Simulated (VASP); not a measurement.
# Ti (P6_3/mmc) in VASP: single point with PBE

Aim: the single point of Ti with PBE.

All numbers are computed with VASP 6.6.1; they aren't measurements. Logs are shortened: lines on timing, memory, paths and dates and some standing lists are left out, and cuts for length are marked.

## (1) The cell of the first run

Symmetry: P6_3/mmc, No. 194, hexagonal system. The conventional cell has a = 2.950 Å, b = 2.950 Å, c = 4.686 Å, α = 90.00°, β = 90.00°, γ = 120.00°. Within 3.8 Å of Ti (site symmetry -6m2) lie 12 Ti at 2.90 to 2.95 Å.

## (2) Single point, PBE, non-collinear spin, zero start, spin-orbit coupling

INCAR

```
SYSTEM = Ti
PREC = Accurate
ENCUT = 520
EDIFF = 1E-6
ISMEAR = -1
SIGMA = 0.08
LREAL = .FALSE.
LASPH = .TRUE.
NELM = 150
ALGO = Normal
ISIF = 2
LWAVE = .FALSE.
LCHARG = .FALSE.
MAGMOM = 0 0 0 0 0 0
LORBIT = 11
LSORBIT = .TRUE.
GGA_COMPAT = .FALSE.
LORBMOM = .TRUE.
LMAXMIX = 4
GGA = PE
NBANDS = 36
```

KPOINTS

```
Automatic mesh
0
G
  13 13 7
  0 0 0
```

POSCAR

```
Ti
1.0
    2.9499978604      0.0000000000      0.0000000000
   -1.4749989302      2.5547730882      0.0000000000
    0.0000000000      0.0000000000      4.6860000000
Ti
2
Direct
    0.3333333333      0.6666666667      0.2500000000
    0.6666666667      0.3333333333      0.7500000000
```

Potentials or basis: VASP PAW PBE potentials, release 64 (Ti_sv).

Launch:

```bash
$ cat potpaw_PBE.64/Ti_sv/POTCAR > POTCAR
$ mpirun -np 1 vasp_ncl > vasp.out
```

OUTCAR:

```text
SYSTEM = Ti
   PREC = Accurate
   ENCUT = 520
   EDIFF = 1E-6
   ISMEAR = -1
   LREAL = .FALSE.
   LASPH = .TRUE.
   NELM = 150
   ISIF = 2
   LORBIT = 11
   LSORBIT = .TRUE.
   GGA = PE

 ion  position               nearest neighbor table
   1  0.333  0.667  0.250-   2 2.90   2 2.90   2 2.90   2 2.90   2 2.90   2 2.90
   2  0.667  0.333  0.750-   1 2.90   1 2.90   1 2.90   1 2.90   1 2.90   1 2.90

  LATTYP: Found a hexagonal cell.
 ALAT       =     2.9499978604
 C/A-ratio  =     1.5884757284

  Lattice vectors:

 A1 = (   2.9499978604,   0.0000000000,   0.0000000000)
 A2 = (  -1.4749989302,   2.5547730882,   0.0000000000)
 A3 = (   0.0000000000,   0.0000000000,   4.6860000000)

Analysis of symmetry for initial positions (statically):
=====================================================================
 Subroutine PRICEL returns:
 Original cell was already a primitive cell.

 Routine SETGRP: Setting up the symmetry group for a
 hexagonal supercell.

 Subroutine GETGRP returns: Found 24 space group operations
 (whereof 12 operations were pure point group operations)
 out of a pool of 24 trial point group operations.

The static configuration has the point symmetry D_3d.
 The point group associated with its full space group is D_6h.

Analysis of symmetry for dynamics (positions and initial velocities):
=====================================================================
 Subroutine PRICEL returns:
 Original cell was already a primitive cell.

 Routine SETGRP: Setting up the symmetry group for a
 hexagonal supercell.

 Subroutine GETGRP returns: Found 24 space group operations
 (whereof 12 operations were pure point group operations)
 out of a pool of 24 trial point group operations.

The dynamic configuration has the point symmetry D_3d.
 The point group associated with its full space group is D_6h.

Analysis of structural, dynamic, and magnetic symmetry:
=====================================================================
 Subroutine PRICEL returns:
 Original cell was already a primitive cell.

 Routine SETGRP: Setting up the symmetry group for a
 hexagonal supercell.

 Subroutine GETGRP returns: Found 24 space group operations
 (whereof 12 operations were pure point group operations)
 out of a pool of 24 trial point group operations.

The overall configuration has the point symmetry D_3d.
 The point group associated with its full space group is D_6h.

 Subroutine INISYM returns: Found 24 space group operations
 (whereof 12 operations are pure point group operations),
 and found     1 'primitive' translations

----------------------------------------------------------------------------------------

                                     Primitive cell

  volume of cell :      35.3164

  direct lattice vectors                    reciprocal lattice vectors
     2.949997860  0.000000000  0.000000000     0.338983297  0.195712098  0.000000000
    -1.474998930  2.554773088  0.000000000     0.000000000  0.391424195  0.000000000
     0.000000000  0.000000000  4.686000000     0.000000000  0.000000000  0.213401622

  length of vectors
     2.949997860  2.949997860  4.686000000     0.391424195  0.391424195  0.213401622

  position of ions in fractional coordinates (direct lattice)
     0.333333333  0.666666667  0.250000000
     0.666666667  0.333333333  0.750000000

  ion indices of the primitive-cell ions
   primitive index   ion index
                 1           1
                 2           2

----------------------------------------------------------------------------------------

 KPOINTS: Automatic mesh

Automatic generation of k-mesh.
 Grid dimensions read from file:
 generate k-points for:   13   13    7

 Generating k-lattice:

[... 93 lines left out ...]
  volume of cell :       35.32
 maximum number of plane-waves:      1950
 NGX is ok and might be reduce to    24
   NGX = 11   NGY = 11   NGZ = 17

 number of electron      24.0000001 magnetization       0.0000000      0.0000000      0.0000000

 number of electron      24.0000001 magnetization       0.0000000     -0.0000000      0.0000000

 number of electron      24.0000001 magnetization      -0.0000000     -0.0000000     -0.0000000

 number of electron      24.0000001 magnetization      -0.0000000      0.0000000     -0.0000000

 Free energy of the ion-electron system (eV)
  ---------------------------------------------------
  ext. energy  EPLUGINS =         0.00000000
  ---------------------------------------------------
  free energy    TOTEN  =       -15.70205157 eV

  energy without entropy =      -15.65336969  energy(sigma->0) =      -15.67771063

 E-fermi :   8.1511     XC(G=0): -11.4194

 val. band max:        8.1492506867   @ k =   0.2308   0.2308   0.4286
 cond. band min:       8.1565336963   @ k =   0.3077   0.2308   0.4286
 fundamental gap:      0.0072830096
 Fermi energy:         8.1510900580

 k-point     1 :       0.0000    0.0000    0.0000
  band No.  band energies     occupation
      1     -48.7218      1.00000
      2     -48.7218      1.00000
      3     -48.5954      1.00000
      4     -48.5954      1.00000
      5     -25.4527      1.00000
      6     -25.4527      1.00000
[... 925 lines left out ...]
     35       9.9169      0.00000
     36       9.9169      0.00000

 [... further k-points ...]
[... 5 lines left out ...]
  --------------------------------------------------------------------------------------
  -------------------------------------------------------------------------------------
  Total       -0.3668637     -0.3668637     -0.4520691     -0.0000000      0.0000000      0.0000000
  in kB      -16.6432814    -16.6432814    -20.5087462     -0.0000000      0.0000000      0.0000000
  external PRESSURE =     -17.9317697 kB  Pullay stress =       0.0000000 kB

 VOLUME and BASIS-vectors are now :
 -----------------------------------------------------------------------------
  energy-cutoff  :      520.00
  volume of cell :       35.32
      direct lattice vectors                 reciprocal lattice vectors
     2.949997860  0.000000000  0.000000000     0.338983297  0.195712098  0.000000000
    -1.474998930  2.554773088  0.000000000     0.000000000  0.391424195  0.000000000
     0.000000000  0.000000000  4.686000000     0.000000000  0.000000000  0.213401622

 POSITION                                       TOTAL-FORCE (eV/Angst)
 -----------------------------------------------------------------------------------
     -0.00000      1.70318      1.17150        -0.000000     -0.000000      0.000000
      1.47500      0.85159      3.51450         0.000000      0.000000     -0.000000
 -----------------------------------------------------------------------------------
    total drift:                               -0.000000      0.000000     -0.000000

  FREE ENERGIE OF THE ION-ELECTRON SYSTEM (eV)
  ---------------------------------------------------
  free  energy   TOTEN  =       -15.7020515662 eV

  energy  without entropy=      -15.6533696862  energy(sigma->0) =      -15.67771063

 orbital moment (x)

 # of ion     p       d       tot
 ----------------------------------------
  1        -0.000   0.000   0.000
  2         0.000  -0.000  -0.000
 ----------------------------------------
           -0.000   0.000   0.000

 orbital moment (y)

 # of ion     p       d       tot
 ----------------------------------------
  1        -0.000  -0.000  -0.000
  2         0.000   0.000   0.000
 ----------------------------------------
           -0.000  -0.000  -0.000

 orbital moment (z)

 # of ion     p       d       tot
 ----------------------------------------
  1         0.000  -0.000  -0.000
  2         0.000  -0.000  -0.000
 ----------------------------------------
            0.000  -0.000  -0.000

 Spin-Orbit-Coupling matrix elements

 Ion:    1  E_soc:     -0.0110677
 l=   1
     0.0000000    -0.0017448    -0.0017454
    -0.0017448     0.0000000    -0.0017448
    -0.0017454    -0.0017448     0.0000000
 l=   2
     0.0000000    -0.0000182     0.0000000    -0.0000182    -0.0000860
    -0.0000182     0.0000000    -0.0000617    -0.0000168    -0.0000182
     0.0000000    -0.0000617     0.0000000    -0.0000617     0.0000000
    -0.0000182    -0.0000168    -0.0000617     0.0000000    -0.0000182
    -0.0000860    -0.0000182     0.0000000    -0.0000182     0.0000000
 l=   3
     0.0000000     0.0000000     0.0000000     0.0000000     0.0000000     0.0000000     0.0000000
     0.0000000     0.0000000     0.0000000     0.0000000     0.0000000     0.0000000     0.0000000
     0.0000000     0.0000000     0.0000000     0.0000000     0.0000000     0.0000000     0.0000000
     0.0000000     0.0000000     0.0000000     0.0000000     0.0000000     0.0000000     0.0000000
     0.0000000     0.0000000     0.0000000     0.0000000     0.0000000     0.0000000     0.0000000
     0.0000000     0.0000000     0.0000000     0.0000000     0.0000000     0.0000000     0.0000000
     0.0000000     0.0000000     0.0000000     0.0000000     0.0000000     0.0000000     0.0000000

 Ion:    2  E_soc:     -0.0110677
 l=   1
     0.0000000    -0.0017448    -0.0017454
    -0.0017448     0.0000000    -0.0017448
    -0.0017454    -0.0017448     0.0000000
 l=   2
     0.0000000    -0.0000182     0.0000000    -0.0000182    -0.0000860
    -0.0000182     0.0000000    -0.0000617    -0.0000168    -0.0000182
     0.0000000    -0.0000617     0.0000000    -0.0000617     0.0000000
    -0.0000182    -0.0000168    -0.0000617     0.0000000    -0.0000182
    -0.0000860    -0.0000182     0.0000000    -0.0000182     0.0000000
 l=   3
     0.0000000     0.0000000     0.0000000     0.0000000     0.0000000     0.0000000     0.0000000
     0.0000000     0.0000000     0.0000000     0.0000000     0.0000000     0.0000000     0.0000000
     0.0000000     0.0000000     0.0000000     0.0000000     0.0000000     0.0000000     0.0000000
     0.0000000     0.0000000     0.0000000     0.0000000     0.0000000     0.0000000     0.0000000
     0.0000000     0.0000000     0.0000000     0.0000000     0.0000000     0.0000000     0.0000000
     0.0000000     0.0000000     0.0000000     0.0000000     0.0000000     0.0000000     0.0000000
     0.0000000     0.0000000     0.0000000     0.0000000     0.0000000     0.0000000     0.0000000

 total charge

# of ion       s       p       d       tot
------------------------------------------
    1        2.246   6.118   1.868  10.232
    2        2.246   6.118   1.868  10.232
--------------------------------------------------
tot          4.492  12.235   3.736  20.464

 magnetization (x)

# of ion       s       p       d       tot
------------------------------------------
    1        0.000   0.000   0.000   0.000
    2        0.000   0.000  -0.000  -0.000
--------------------------------------------------
tot          0.000   0.000   0.000   0.000

 magnetization (y)

# of ion       s       p       d       tot
------------------------------------------
    1        0.000   0.000  -0.000  -0.000
    2        0.000   0.000  -0.000  -0.000
--------------------------------------------------
tot          0.000   0.000  -0.000  -0.000

 magnetization (z)

# of ion       s       p       d       tot
------------------------------------------
    1        0.000   0.000   0.000   0.000
    2        0.000   0.000   0.000   0.000
--------------------------------------------------
tot          0.000   0.000   0.000   0.000
```

Wall time 7.1 min (1 thread of AMD EPYC 7R13, shared host); peak memory 0.3 GiB.

What came out:

| Item | Value |
| --- | --- |
| Free energy | -15.7021 eV |
| Pressure | -1.8 GPa |
| Net moment | 0.00 μB per cell |
| Valence electrons inside the program's atomic spheres | Ti 10.23 |

Moments on the atoms (μB; x, y, z):
```
Ti  0.00 0.00 0.00
Ti  0.00 0.00 0.00
```
